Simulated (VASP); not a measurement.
Write the native input for VASP 6.6.1 that does the following.

- Task: single point
- Functional: r2SCAN
- Potentials or basis: VASP PAW PBE potentials, release 64 (Cs_sv, Pb_d, Cl)
- Cutoff: 520 eV
- k mesh: 4 × 4 × 4
- Occupations: gaussian, width 0.01 eV
- Spin: no spin polarisation
- Dipole correction: no
- Further INCAR settings: ALGO = Normal; EDIFF = 1e-06; NBANDS = 30

The system is CsPbCl3.

```
Cs Pb Cl
1.0
     5.56085    0.00000    0.00000
     0.00000    5.56085    0.00000
     0.00000    0.00000    5.56085
Cs Pb Cl
1 1 3
Cartesian
  0.0000 0.0000 0.0000
  2.7804 2.7804 2.7804
  2.7804 2.7804 0.0000
  0.0000 2.7804 2.7804
  2.7804 0.0000 2.7804
```

This cell differs from its parent crystal: volume changed by -6%.

One way to write it, as run:

POSCAR

```
CsPbCl3
1.0
    5.5608452213      0.0000000000      0.0000000000
    0.0000000000      5.5608452213      0.0000000000
    0.0000000000      0.0000000000      5.5608452213
Cs Pb Cl
1 1 3
Direct
    0.0000000000      0.0000000000      0.0000000000
    0.5000000000      0.5000000000      0.5000000000
    0.5000000000      0.5000000000      0.0000000000
    0.0000000000      0.5000000000      0.5000000000
    0.5000000000      0.0000000000      0.5000000000
```

INCAR.step1

```
SYSTEM = CsPbCl3
PREC = Accurate ; ENCUT = 520
ISMEAR = 0 ; SIGMA = 0.01
LREAL = .FALSE. ; LASPH = .TRUE.
NELM = 100 ; NBANDS = 30
GGA = PE ; ALGO = Normal
EDIFF = 1E-4 ; LWAVE = .TRUE.
LCHARG = .FALSE.
```

INCAR.step2

```
SYSTEM = CsPbCl3
PREC = Accurate ; ENCUT = 520
EDIFF = 1E-6 ; ISMEAR = 0
SIGMA = 0.01 ; LREAL = .FALSE.
LASPH = .TRUE. ; NELM = 100
ALGO = Normal ; ISIF = 2
LWAVE = .FALSE. ; LCHARG = .TRUE.
METAGGA = R2SCAN ; LMIXTAU = .TRUE.
LELF = .TRUE. ; LVHAR = .TRUE.
NBANDS = 30 ; ISTART = 1
```

KPOINTS

```
Automatic mesh
0
G
  4 4 4
  0 0 0
```

Potentials or basis: VASP PAW PBE potentials, release 64 (Cs_sv, Pb_d, Cl).

Run with:

```console
$ cat potpaw_PBE.64/Cs_sv/POTCAR potpaw_PBE.64/Pb_d/POTCAR potpaw_PBE.64/Cl/POTCAR > POTCAR
$ cp INCAR.step1 INCAR
$ mpirun -np 1 vasp_std > vasp.out
$ cp INCAR.step2 INCAR
$ mpirun -np 1 vasp_std > vasp.out
```

It gave:

```yaml
Pressure: 1.8 GPa
Band_gap_on_the_k_mesh: 2.19 eV, direct
```

Caveat: the PAW data sets were made with another functional, which shifts forces and pressure a little; spin-orbit coupling is left out, which moves the levels of the heavy elements.

It took 2.4 min on 1 thread of Intel Xeon 6975P-C, with other jobs on the host, peak memory 0.31 GiB.
